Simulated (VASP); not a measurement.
# SiB2 (P6mm) in VASP: single point with PBE+D3(BJ)

Aim: the single point of SiB2 with PBE+D3(BJ).

Everything below comes from runs of VASP 6.6.1. Logs are shortened: lines on timing, memory, paths and dates and some standing lists are left out, and cuts for length are marked.

## (1) The cell of the first run

The structure is hexagonal, space group P6mm (No. 183). The conventional cell has a = 3.110 Å, b = 3.110 Å, c = 3.739 Å, α = 90.00°, β = 90.00°, γ = 120.00°. Si (site symmetry 6mm) has 6 B at 1.89 Å within 2.5 Å. Within 2.4 Å of B (site symmetry 3m) lie 3 B at 1.80 Å and 3 Si at 1.89 Å.

## (2) Single point, PBE+D3(BJ)

INCAR

```
ALGO = Normal
EDIFF = 1E-7
ENCUT = 520
GGA = PE
ISIF = 2
ISMEAR = 0
IVDW = 12
LASPH = T
LCHARG = F
LREAL = F
LWAVE = F
NBANDS = 12
NELM = 80
PREC = Accurate
SIGMA = 0.1
```

KPOINTS

```
k-points
0
Gamma
  6 6 6
```

POSCAR

```
SiB2
1.0
    3.1098994000      0.0000000000      0.0000000000
   -1.5549497000      2.6932518800      0.0000000000
    0.0000000000      0.0000000000      3.7386244900
Si B
1 2
Direct
    0.0000000000      0.0000000000      0.1574441300
    0.3333333300      0.6666666700      0.0000000000
    0.6666666700      0.3333333300      0.0000000000
```

Potentials or basis: VASP PAW PBE potentials, release 64 (Si, B).

Launch:

```sh
cat potpaw_PBE.64/Si/POTCAR potpaw_PBE.64/B/POTCAR > POTCAR
mpirun -np 1 vasp_std > vasp.out
```

OUTCAR:

```text
EDIFF = 1E-7
   ENCUT = 520
   GGA = PE
   ISIF = 2
   ISMEAR = 0
   IVDW = 12
   LASPH = T
   LREAL = F
   NELM = 80
   PREC = Accurate
 IVDW          = 12

 ion  position               nearest neighbor table
   1  0.000  0.000  0.157-   2 1.89   3 1.89   2 1.89   3 1.89   3 1.89   2 1.89
   2  0.333  0.667  0.000-   3 1.80   3 1.80   3 1.80   1 1.89   1 1.89   1 1.89
   3  0.667  0.333  0.000-   2 1.80   2 1.80   2 1.80   1 1.89   1 1.89   1 1.89

  LATTYP: Found a hexagonal cell.
 ALAT       =     3.1098994000
 C/A-ratio  =     1.2021689480

  Lattice vectors:

 A1 = (   3.1098994000,   0.0000000000,   0.0000000000)
 A2 = (  -1.5549497000,   2.6932518800,   0.0000000000)
 A3 = (   0.0000000000,   0.0000000000,   3.7386244900)

Analysis of symmetry for initial positions (statically):
=====================================================================
 Subroutine PRICEL returns:
 Original cell was already a primitive cell.

 Routine SETGRP: Setting up the symmetry group for a
 hexagonal supercell.

 Subroutine GETGRP returns: Found 12 space group operations
 (whereof 12 operations were pure point group operations)
 out of a pool of 24 trial point group operations.

The static configuration has the point symmetry C_6v.

Analysis of symmetry for dynamics (positions and initial velocities):
=====================================================================
 Subroutine PRICEL returns:
 Original cell was already a primitive cell.

 Routine SETGRP: Setting up the symmetry group for a
 hexagonal supercell.

 Subroutine GETGRP returns: Found 12 space group operations
 (whereof 12 operations were pure point group operations)
 out of a pool of 24 trial point group operations.

The dynamic configuration has the point symmetry C_6v.

 Subroutine INISYM returns: Found 12 space group operations
 (whereof 12 operations are pure point group operations),
 and found     1 'primitive' translations

----------------------------------------------------------------------------------------

                                     Primitive cell

  volume of cell :      31.3138

  direct lattice vectors                    reciprocal lattice vectors
     3.109899400  0.000000000  0.000000000     0.321553810  0.185649179  0.000000000
    -1.554949700  2.693251880  0.000000000     0.000000000  0.371298358  0.000000000
     0.000000000  0.000000000  3.738624490     0.000000000  0.000000000  0.267478053

  length of vectors
     3.109899400  3.109899397  3.738624490     0.371298357  0.371298358  0.267478053

  position of ions in fractional coordinates (direct lattice)
     0.000000000  0.000000000  0.157444130
     0.333333330  0.666666670  0.000000000
     0.666666670  0.333333330  0.000000000

  ion indices of the primitive-cell ions
   primitive index   ion index
                 1           1
                 2           2
                 3           3

----------------------------------------------------------------------------------------

 KPOINTS: k-points

Automatic generation of k-mesh.
 Grid dimensions read from file:
 generate k-points for:    6    6    6

 Generating k-lattice:

  Cartesian coordinates                     Fractional coordinates (reciprocal lattice)
     0.053592302  0.030941530  0.000000000     0.166666667  0.000000000  0.000000000
     0.000000000  0.061883060  0.000000000     0.000000000  0.166666667  0.000000000
     0.000000000  0.000000000  0.044579676     0.000000000  0.000000000  0.166666667

  Length of vectors
     0.061883060  0.061883060  0.044579676

  Shift w.r.t. Gamma in fractional coordinates (k-lattice)
     0.000000000  0.000000000  0.000000000

 Subroutine IBZKPT returns following result:
 ===========================================

 Found     28 irreducible k-points:

 Following reciprocal coordinates:
            Coordinates               Weight
  0.000000  0.000000  0.000000      1.000000
  0.166667  0.000000  0.000000      6.000000
  0.333333  0.000000  0.000000      6.000000
  0.500000  0.000000  0.000000      3.000000
  0.166667  0.166667  0.000000      6.000000
  0.333333  0.166667  0.000000     12.000000
[... 16 lines left out ...]
  0.166667  0.000000  0.500000      6.000000
  0.333333  0.000000  0.500000      6.000000
 [... further k-points ...]
   k-points           NKPTS =     28   k-points in BZ     NKDIM =     28   number of bands    NBANDS=     12
   number of dos      NEDOS =    301   number of ions     NIONS =      3
   total plane-waves  NPLWV =  16128
   dimension x,y,z NGX =    24 NGY =   24 NGZ =   28
   dimension x,y,z NGXF=    48 NGYF=   48 NGZF=   56
   ions per type =               1   2
   NGX,Y,Z   is equivalent  to a cutoff of  12.83, 12.83, 12.45 a.u.
   NGXF,Y,Z  is equivalent  to a cutoff of  25.66, 25.66, 24.90 a.u.
 SYSTEM =  unknown system
   PREC   = accura    normal or accurate (medium, high low for compatibility)
   ISTART =      0    job   : 0-new  1-cont  2-samecut
   ICHARG =      2    charge: 1-file 2-atom 10-const
   ISPIN  =      1    spin polarized calculation?
   LNONCOLLINEAR =      F non collinear calculations
   LSORBIT =      F    spin-orbit coupling
   LASPH  =      T    aspherical Exc in radial PAW
   ENCUT  =  520.0 eV  38.22 Ry    6.18 a.u.   5.78  5.78  6.95*2*pi/ulx,y,z
   NELM   =     80;   NELMIN=  2; NELMDL= -5     # of ELM steps
   EDIFF  = 0.1E-06   stopping-criterion for ELM
   LREAL  =      F    real-space projection
   EDIFFG = 0.1E-05   stopping-criterion for IOM
   NSW    =      0    number of steps for IOM
   IBRION =     -1    ionic relax: 0-MD 1-quasi-New 2-CG
   NFREE  =      0    steps in history (QN), initial steepest desc. (CG)
   ISIF   =      2    stress and relaxation
   ISYM   =      2    0-nonsym 1-usesym 2-fastsym
   POTIM  = 0.5000    time-step for ionic-motion
   TEBEG  =    0.0;   TEEND  =   0.0 temperature during run
   PSTRESS=    0.0 pullay stress
   NELECT =      10.0000    total number of electrons
   NUPDOWN=      -1.0000    fix difference up-down
   EMIN   =  10.00;   EMAX   =-10.00  energy-range for DOS
   EFERMI =   0.00;   METHOD = LEGACY
   ISMEAR =     0;   SIGMA  =   0.10  broadening in eV -4-tet -1-fermi 0-gaus
   EFERMI_NEDOS =   21; number of points for ismear=-14 and -15
   IALGO  =     38    algorithm
   IMIX   =      4    mixing-type and parameters
     AMIX     =   0.40;   BMIX     =  1.00
     AMIX_MAG =   1.60;   BMIX_MAG =  1.00
  volume/ion in A,a.u.               =      10.44        70.44
  Fermi-wavevector in a.u.,A,eV,Ry     =   1.118999  2.114602 17.036660  1.252159
  Thomas-Fermi vector in A             =   2.255635
   LORBIT       =      0    0 simple, 1 ext, 2 COOP (PROOUT), +10 PAW based schemes
   GGA     = PE    functional components
   LHFCALC =     F    Hartree Fock is set to
   AEXX    =    0.0000 exact exchange contribution
   IVDW    =    12    specifies the selected vdW correction
   LEPSILON=     F    determine dielectric tensor
   LRPA    =     F    only Hartree local field effects (RPA)
 non-spin polarized calculation
 Gauss-broadening in eV      SIGMA  =   0.10
  energy-cutoff  :      520.00
  volume of cell :       31.31
 maximum number of plane-waves:       856
 NGX is ok and might be reduce to    24
   NGX = 11   NGY = 11   NGZ = 13

 number of electron      10.0000001 magnetization

 Free energy of the ion-electron system (eV)
  ---------------------------------------------------
  ext. energy  EPLUGINS =         0.00000000
  ---------------------------------------------------
  free energy    TOTEN  =       -14.06447368 eV

  energy without entropy =      -14.06295810  energy(sigma->0) =      -14.06371589

 E-fermi :   7.3601     XC(G=0): -10.6167

 val. band max:        7.1998621067   @ k =   0.3333   0.0000   0.5000
 cond. band min:       7.4329948647   @ k =   0.1667   0.1667   0.0000
 fundamental gap:      0.2331327581
 Fermi energy:         7.3600873016

 k-point     1 :       0.0000    0.0000    0.0000
  band No.  band energies     occupation
      1      -9.4329      2.00000
      2       1.4776      2.00000
      3       3.4101      2.00000
      4       3.4101      2.00000
      5       6.2686      2.00000
      6       6.2686      2.00000
      7       6.3651      2.00000
      8      12.7614      0.00000
      9      14.7345      0.00000
     10      15.8218      0.00000
     11      19.7085      0.00000
     12      19.7085      0.00000

 k-point     2 :       0.1667    0.0000    0.0000
  band No.  band energies     occupation
      1      -8.9751      2.00000
      2       0.9938      2.00000
      3       1.9510      2.00000
      4       1.9942      2.00000
      5       6.6331      2.00000
      6       7.1563      1.99606
      7       8.6889      0.00000
      8      12.7271      0.00000
      9      14.9337      0.00000
     10      16.2036      0.00000
     11      16.7581      0.00000
     12      18.2546      0.00000

 k-point     3 :       0.3333    0.0000    0.0000
  band No.  band energies     occupation
      1      -7.6174      2.00000
      2      -2.4291      2.00000
      3       0.5414      2.00000
      4       3.4677      2.00000
      5       6.7526      2.00000
      6       7.8953      0.00000
      7      10.0816      0.00000
      8      12.8021      0.00000
      9      13.9685      0.00000
     10      15.9026      0.00000
     11      16.8164      0.00000
     12      18.8126      0.00000
[... 286 lines left out ...]
 k-point    23 :       0.1667    0.0000    0.5000
  band No.  band energies     occupation
      1      -8.6161      2.00000
      2      -0.6227      2.00000
      3       1.1679      2.00000
      4       2.0637      2.00000
      5       7.1845      1.98700
      6       8.8212      0.00000
      7      10.9361      0.00000
      8      12.2700      0.00000
      9      15.1010      0.00000
     10      16.0534      0.00000
     11      16.2059      0.00000
     12      17.8336      0.00000

 k-point    24 :       0.3333    0.0000    0.5000
  band No.  band energies     occupation
      1      -7.2835      2.00000
      2      -2.1996      2.00000
      3       0.6625      2.00000
      4       0.9731      2.00000
      5       7.1359      1.99848
      6       7.1999      1.97654
      7      11.8542      0.00000
      8      12.8175      0.00000
      9      14.8196      0.00000
     10      16.7299      0.00000
     11      17.4762      0.00000
     12      19.8613      0.00000

 [... further k-points ...]

------------------------ aborting loop because EDIFF is reached ----------------------------------------

 Edisp (eV)   -0.76238

 E8    (eV) :    -0.2814

  FORCE on cell =-STRESS in cart. coord.  units (eV):
  Direction    XX          YY          ZZ          XY          YZ          ZX
  --------------------------------------------------------------------------------------
  -------------------------------------------------------------------------------------
  Total      10.78947    10.78947     1.03603     0.00000    -0.00000     0.00000
  in kB     552.04609   552.04609    53.00872     0.00000    -0.00000     0.00000
  external pressure =      385.70 kB  Pullay stress =        0.00 kB

 VOLUME and BASIS-vectors are now :
 -----------------------------------------------------------------------------
  energy-cutoff  :      520.00
  volume of cell :       31.31
      direct lattice vectors                 reciprocal lattice vectors
     3.109899400  0.000000000  0.000000000     0.321553810  0.185649179  0.000000000
    -1.554949700  2.693251880  0.000000000     0.000000000  0.371298358  0.000000000
     0.000000000  0.000000000  3.738624490     0.000000000  0.000000000  0.267478053

 POSITION                                       TOTAL-FORCE (eV/Angst)
 -----------------------------------------------------------------------------------
      0.00000      0.00000      0.58862         0.000000     -0.000000      4.193377
     -0.00000      1.79550      0.00000        -0.000000      0.000000     -2.096688
      1.55495      0.89775      0.00000         0.000000      0.000000     -2.096688
 -----------------------------------------------------------------------------------
    total drift:                               -0.000000     -0.000000      0.000169

  FREE ENERGIE OF THE ION-ELECTRON SYSTEM (eV)
  ---------------------------------------------------
  free  energy   TOTEN  =       -14.8268558881 eV

  energy  without entropy=      -14.8253403018  energy(sigma->0) =      -14.82609809
```

Run time: 8.9 s. Hardware: 1 thread of Intel Xeon 6975P-C, shared host; peak memory 0.15 GiB.

What came out:

```
Free energy                : -14.8269 eV
Pressure                   : 38.6 GPa
Largest force              : 4.193 eV/Å
Band gap on the k mesh     : zero (band 5 reaches 8.67 eV, above the bottom of band 6 at 5.54 eV)
Dispersion energy per atom : -0.254 eV
```

Forces on the atoms (eV/Å):
```
Si   0.000  0.000  4.193
B    0.000  0.000 -2.097
B    0.000  0.000 -2.097
```

Stress tensor (GPa, compression positive):
```
55.20  0.00  0.00
 0.00 55.20  0.00
 0.00  0.00  5.30
```

Caveat: the k points lie up to 0.39 Å⁻¹ apart; pairwise dispersion overbinds metals, which lowers pressure and volume; forces of over 1 eV/Å act on the atoms, so gaps and moduli don't describe the material at rest.
